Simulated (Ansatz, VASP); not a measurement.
In3P: VASP beside Ansatz

```
CELL_PARAMETERS angstrom
3.04914 1.76042 4.42130
-3.04914 1.76042 4.42130
0.00000 -3.52084 4.42130
ATOMIC_POSITIONS crystal
In 0.00000 0.00000 0.50000
In 0.50000 0.00000 0.00000
In 0.00000 0.50000 0.00000
P 0.00000 0.00000 0.00000
```

Alike in both runs: functional PBE; k mesh 6 × 6 × 6; occupations gaussian, width 0.1 eV; no spin polarisation.

Ansatz relaxed the structure, and its values are those at the end. VASP's run is a single point on that final structure, the one shown.

|  | VASP | Ansatz |
| --- | --- | --- |
| version | VASP 6.6.1 | Ansatz 0.2.0 |
| potentials or method | VASP PAW PBE potentials, release 64 (In_d, P), cutoff 520 eV | scalar-relativistic, plane waves, PAW |
| valence electrons in the cell | 44 | 44 |

```tsv
	VASP	Ansatz	Ansatz less VASP
gap on the k mesh at the Fermi level (eV)	none	none	-
pressure (GPa)	-0.1	-0.1	+0.04
```

A gap of «none» marks a metal or a gap that the smearing closes.
